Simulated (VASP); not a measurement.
# TiAl3 (I4/mmm) in VASP: further runs, part 2 of 2

VASP 6.6.1.

### Step 4. Single point, PBEsol

This run uses another cell than the first one, of 15.57 Å³/atom.

File INCAR:

```
  ALGO = Fast
  EDIFF = 1E-7
  ENCUT = 520
  GGA = PS
  ISIF = 2
  ISMEAR = -1
  LASPH = True
  LCHARG = False
  LREAL = False
  LWAVE = False
  NBANDS = 18
  NELM = 80
  PREC = Accurate
  SIGMA = 0.05
```

File KPOINTS:

```
k-points
0
Gamma
  10 10 10
```

File POSCAR:

```
TiAl3
1.0
   -1.9085787146      1.9085787146      4.2733146755
    1.9085787146     -1.9085787146      4.2733146755
    1.9085787146      1.9085787146     -4.2733146755
Ti Al
1 3
Direct
    0.0000000000      0.0000000000      0.0000000000
    0.2500000000      0.7500000000      0.5000000000
    0.7500000000      0.2500000000      0.5000000000
    0.5000000000      0.5000000000      0.0000000000
```

Potentials or basis: VASP PAW PBE potentials, release 64 (Ti_sv, Al).

The run is started by

```console
$ cat potpaw_PBE.64/Ti_sv/POTCAR potpaw_PBE.64/Al/POTCAR > POTCAR
$ mpirun -np 1 vasp_std > vasp.out
```

OUTCAR:

```text
EDIFF = 1E-7
   ENCUT = 520
   GGA = PS
   ISIF = 2
   ISMEAR = -1
   LASPH = True
   LREAL = False
   NELM = 80
   PREC = Accurate

 ion  position               nearest neighbor table
   1  0.000  0.000  0.000-   4 2.70   4 2.70   4 2.70   4 2.70   3 2.86   2 2.86   3 2.86   2 2.86
                             3 2.86   3 2.86   2 2.86   2 2.86
   2  0.250  0.750  0.500-   3 2.70   3 2.70   3 2.70   3 2.70   4 2.86   1 2.86   4 2.86   4 2.86
                             1 2.86   1 2.86   4 2.86   1 2.86
   3  0.750  0.250  0.500-   2 2.70   2 2.70   2 2.70   2 2.70   4 2.86   1 2.86   4 2.86   1 2.86
                             4 2.86   4 2.86   1 2.86   1 2.86
   4  0.500  0.500  0.000-   1 2.70   1 2.70   1 2.70   1 2.70   3 2.86   2 2.86   3 2.86   3 2.86
                             2 2.86   2 2.86   3 2.86   2 2.86

  LATTYP: Found a body centered tetragonal cell.
 ALAT       =     3.8171574292
 C/A-ratio  =     2.2390036328

  Lattice vectors:

 A1 = (  -1.9085787146,   1.9085787146,   4.2733146755)
 A2 = (   1.9085787146,  -1.9085787146,   4.2733146755)
 A3 = (   1.9085787146,   1.9085787146,  -4.2733146755)

Analysis of symmetry for initial positions (statically):
=====================================================================
 Subroutine PRICEL returns:
 Original cell was already a primitive cell.

 Routine SETGRP: Setting up the symmetry group for a
 body centered tetragonal supercell.

 Subroutine GETGRP returns: Found 16 space group operations
 (whereof 16 operations were pure point group operations)
 out of a pool of 16 trial point group operations.

The static configuration has the point symmetry D_4h.

Analysis of symmetry for dynamics (positions and initial velocities):
=====================================================================
 Subroutine PRICEL returns:
 Original cell was already a primitive cell.

 Routine SETGRP: Setting up the symmetry group for a
 body centered tetragonal supercell.

 Subroutine GETGRP returns: Found 16 space group operations
 (whereof 16 operations were pure point group operations)
 out of a pool of 16 trial point group operations.

The dynamic configuration has the point symmetry D_4h.

 Subroutine INISYM returns: Found 16 space group operations
 (whereof 16 operations are pure point group operations),
 and found     1 'primitive' translations

----------------------------------------------------------------------------------------

                                     Primitive cell

  volume of cell :      62.2651

  direct lattice vectors                    reciprocal lattice vectors
    -1.908578715  1.908578715  4.273314675     0.000000000  0.261975048  0.117005191
     1.908578715 -1.908578715  4.273314675     0.261975048  0.000000000  0.117005191
     1.908578715  1.908578715 -4.273314675     0.261975048  0.261975048  0.000000000

  length of vectors
     5.054360863  5.054360863  5.054360863     0.286916609  0.286916609  0.370488666

  position of ions in fractional coordinates (direct lattice)
     0.000000000  0.000000000  0.000000000
     0.250000000  0.750000000  0.500000000
     0.750000000  0.250000000  0.500000000
     0.500000000  0.500000000  0.000000000

  ion indices of the primitive-cell ions
   primitive index   ion index
                 1           1
                 2           2
                 3           3
                 4           4

[... 24 lines left out ...]
 Found    102 irreducible k-points:

 Following reciprocal coordinates:
            Coordinates               Weight
  0.000000  0.000000  0.000000      1.000000
  0.100000  0.000000  0.000000      8.000000
  0.200000  0.000000  0.000000      8.000000
  0.300000  0.000000  0.000000      8.000000
  0.400000 -0.000000  0.000000      8.000000
  0.500000 -0.000000  0.000000      4.000000
[... 16 lines left out ...]
  0.300000  0.300000  0.000000      8.000000
  0.400000  0.300000  0.000000     16.000000
 [... further k-points ...]
   k-points           NKPTS =    102   k-points in BZ     NKDIM =    102   number of bands    NBANDS=     18
   number of dos      NEDOS =    301   number of ions     NIONS =      4
   total plane-waves  NPLWV =  64000
   dimension x,y,z NGX =    40 NGY =   40 NGZ =   40
   dimension x,y,z NGXF=    80 NGYF=   80 NGZF=   80
   ions per type =               1   3
   NGX,Y,Z   is equivalent  to a cutoff of  13.16, 13.16, 13.16 a.u.
   NGXF,Y,Z  is equivalent  to a cutoff of  26.31, 26.31, 26.31 a.u.
 SYSTEM =  unknown system
   PREC   = accura    normal or accurate (medium, high low for compatibility)
   ISTART =      0    job   : 0-new  1-cont  2-samecut
   ICHARG =      2    charge: 1-file 2-atom 10-const
   ISPIN  =      1    spin polarized calculation?
   LNONCOLLINEAR =      F non collinear calculations
   LSORBIT =      F    spin-orbit coupling
   LASPH  =      T    aspherical Exc in radial PAW
   ENCUT  =  520.0 eV  38.22 Ry    6.18 a.u.   9.40  9.40  9.40*2*pi/ulx,y,z
   NELM   =     80;   NELMIN=  2; NELMDL= -5     # of ELM steps
   EDIFF  = 0.1E-06   stopping-criterion for ELM
   LREAL  =      F    real-space projection
   EDIFFG = 0.1E-05   stopping-criterion for IOM
   NSW    =      0    number of steps for IOM
   IBRION =     -1    ionic relax: 0-MD 1-quasi-New 2-CG
   NFREE  =      0    steps in history (QN), initial steepest desc. (CG)
   ISIF   =      2    stress and relaxation
   ISYM   =      2    0-nonsym 1-usesym 2-fastsym
   POTIM  = 0.5000    time-step for ionic-motion
   TEBEG  =    0.0;   TEEND  =   0.0 temperature during run
   PSTRESS=    0.0 pullay stress
   NELECT =      21.0000    total number of electrons
   NUPDOWN=      -1.0000    fix difference up-down
   EMIN   =  10.00;   EMAX   =-10.00  energy-range for DOS
   EFERMI =   0.00;   METHOD = LEGACY
   ISMEAR =    -1;   SIGMA  =   0.05  broadening in eV -4-tet -1-fermi 0-gaus
   EFERMI_NEDOS =   21; number of points for ismear=-14 and -15
   IALGO  =     68    algorithm
   IMIX   =      4    mixing-type and parameters
     AMIX     =   0.40;   BMIX     =  1.00
     AMIX_MAG =   1.60;   BMIX_MAG =  1.00
  volume/ion in A,a.u.               =      15.57       105.05
  Fermi-wavevector in a.u.,A,eV,Ry     =   1.139549  2.153435 17.668137  1.298571
  Thomas-Fermi vector in A             =   2.276252
   LORBIT       =      0    0 simple, 1 ext, 2 COOP (PROOUT), +10 PAW based schemes
   GGA     = PS    functional components
   LHFCALC =     F    Hartree Fock is set to
   AEXX    =    0.0000 exact exchange contribution
   IVDW    =     0    specifies the selected vdW correction
   LEPSILON=     F    determine dielectric tensor
   LRPA    =     F    only Hartree local field effects (RPA)
 non-spin polarized calculation
 RMM-DIIS sequential band-by-band and
  energy-cutoff  :      520.00
  volume of cell :       62.27
 maximum number of plane-waves:      1696
 NGX is ok and might be reduce to    40
   NGX = 19   NGY = 19   NGZ = 19

 number of electron      20.9999999 magnetization

 Free energy of the ion-electron system (eV)
  ---------------------------------------------------
  ext. energy  EPLUGINS =         0.00000000
  ---------------------------------------------------
  free energy    TOTEN  =       -22.23583011 eV

  energy without entropy =      -22.22242676  energy(sigma->0) =      -22.22912843

 E-fermi :   8.3253     XC(G=0): -10.8955

 val. band max:        8.2865841449   @ k =  -0.1000   0.3000   0.1000
 cond. band min:       8.3253243600   @ k =  -0.3000  -0.3000   0.2000
 fundamental gap:      0.0387402151
 Fermi energy:         8.3253198936

 k-point     1 :       0.0000    0.0000    0.0000
  band No.  band energies     occupation
      1     -47.8624      2.00000
      2     -24.2838      2.00000
      3     -24.2838      2.00000
      4     -24.2045      2.00000
      5      -1.8068      2.00000
      6       5.4664      2.00000
[... 481 lines left out ...]
      5       1.4907      2.00000
      6       2.6133      2.00000
[... 10 lines left out ...]
     17      13.2151      0.00000
     18      14.4309      0.00000

 [... further k-points ...]
[... 5 lines left out ...]
  --------------------------------------------------------------------------------------
  -------------------------------------------------------------------------------------
  Total        0.0416909      0.0416909      0.0314727      0.0000000     -0.0000000      0.0000000
  in kB        1.0727696      1.0727696      0.8098418      0.0000000     -0.0000000      0.0000000
  external PRESSURE =       0.9851270 kB  Pullay stress =       0.0000000 kB

 VOLUME and BASIS-vectors are now :
 -----------------------------------------------------------------------------
  energy-cutoff  :      520.00
  volume of cell :       62.27
      direct lattice vectors                 reciprocal lattice vectors
    -1.908578715  1.908578715  4.273314675     0.000000000  0.261975048  0.117005191
     1.908578715 -1.908578715  4.273314675     0.261975048  0.000000000  0.117005191
     1.908578715  1.908578715 -4.273314675     0.261975048  0.261975048  0.000000000

 POSITION                                       TOTAL-FORCE (eV/Angst)
 -----------------------------------------------------------------------------------
      0.00000      0.00000      0.00000         0.000000     -0.000000      0.000000
      1.90858      0.00000      2.13666         0.000000     -0.000000      0.000000
      0.00000      1.90858      2.13666        -0.000000      0.000000     -0.000000
      0.00000      0.00000      4.27331         0.000000     -0.000000      0.000000
 -----------------------------------------------------------------------------------
    total drift:                               -0.000000     -0.000000     -0.000000

  FREE ENERGIE OF THE ION-ELECTRON SYSTEM (eV)
  ---------------------------------------------------
  free  energy   TOTEN  =       -22.2358301068 eV

  energy  without entropy=      -22.2224267598  energy(sigma->0) =      -22.22912843
```

OSZICAR:

```text
N       E                     dE             d eps       ncg     rms          rms(c)
DAV:   1     0.120250705837E+03    0.12025E+03   -0.91909E+03  3672   0.108E+03
DAV:   2    -0.156054469047E+02   -0.13586E+03   -0.13230E+03  3710   0.283E+02
DAV:   3    -0.240950026403E+02   -0.84896E+01   -0.83445E+01  5792   0.663E+01
[... 32 lines left out ...]
RMM:  36    -0.222358296136E+02   -0.14884E-06   -0.16406E-06  2922   0.194E-03    0.109E-03
RMM:  37    -0.222358297960E+02   -0.18242E-06   -0.19967E-06  3257   0.192E-03    0.804E-04
RMM:  38    -0.222358299035E+02   -0.10750E-06   -0.12031E-06  3035   0.188E-03    0.479E-04
RMM:  39    -0.222358300360E+02   -0.13248E-06   -0.15329E-06  2890   0.171E-03    0.353E-04
RMM:  40    -0.222358301068E+02   -0.70784E-07   -0.89028E-07  2752   0.166E-03
   1 F= -.22235830E+02 E0= -.22229128E+02  d E =-.134033E-01
```

stdout:

```text
POSCAR found type information on POSCAR TiAl
 POSCAR found :  2 types and       4 ions
 scaLAPACK will be used
[... 34 lines left out ...]
 num prob  num prob  num prob  num prob  num prob RMM:  35    -0.222358294648E+02   -0.23965E-06   -0.26457E-06  2886   0.199E-03    0.125E-03
 num prob  num prob  num prob WARNING in EDDRMM: call to ZHEGV failed, returncode =   6  3      6
 num prob RMM:  37    -0.222358297960E+02   -0.18242E-06   -0.19967E-06  3257   0.192E-03    0.804E-04
 num prob  num prob  num prob  num prob RMM:  38    -0.222358299035E+02   -0.10750E-06   -0.12031E-06  3035   0.188E-03    0.479E-04
 num prob  num prob  num prob  num prob  num prob  num prob RMM:  39    -0.222358300360E+02   -0.13248E-06   -0.15329E-06  2890   0.171E-03    0.353E-04
```

It took 4.5 min on 1 thread of Intel Xeon 6975P-C (Granite Rapids), shared host; peak memory 0.31 GiB.

What came out:

| Quantity | Value |
| --- | --- |
| Free energy | -22.2358 eV |
| Pressure | 0.1 GPa |
| Band gap on the k mesh | zero (an odd number of electrons rules out a gap without spin polarisation) |

Levels at points of the mesh, in eV from the Fermi level:
```csv
k point,band 8,band 9,band 10,band 11,band 12,band 13,band 14,band 15
"(0.00, 0.00, 0.00)",-1.43,-1.23,-1.23,0.85,1.77,1.77,2.24,2.52
"(0.50, 0.00, 0.00)",-2.94,-1.06,-0.26,0.51,1.82,2.11,2.75,3.18
"(0.50, 0.50, 0.00)",-3.77,-2.70,-2.20,-0.99,1.78,1.96,2.72,2.87
"(0.50, 0.50, 0.50)",-0.91,-0.91,-0.24,0.71,0.71,0.97,3.08,4.83
```

Caveat: the PAW data sets were made with another functional, which shifts forces and pressure a little.

### Step 5. Summary

```csv
level,cell,further INCAR settings,gap on the mesh (eV),pressure (GPa)
PBEsol+D3(BJ),"a = 4.999 Å, angles 135.6, 135.6, 64.6°, 4 atoms",ALGO = Fast; EDIFF = 1e-06; NBANDS = 18,none,-0.6
PBEsol+D4,"a = 5.025 Å, angles 135.6, 135.6, 64.6°, 4 atoms",ALGO = Fast; EDIFF = 1e-06; NBANDS = 18,none,0.0
PBEsol,"a = 5.054 Å, angles 135.6, 135.6, 64.6°, 4 atoms",ALGO = Fast; EDIFF = 1e-07; NBANDS = 18,none,0.1
```

Alike in all rows: task single point; potentials or basis VASP PAW PBE potentials, release 64 (Ti_sv, Al); no spin polarisation; k mesh 10 × 10 × 10; cutoff (eV) 520; smearing fermi-dirac 0.05 eV.

Caveats: the PAW data sets were made with another functional, which shifts forces and pressure a little; three body term missing (at least some runs).

Absolute energies hang on the potentials; compare differences alone.

The gap in the log of VASP goes by the Fermi energy; the results here count the filled bands.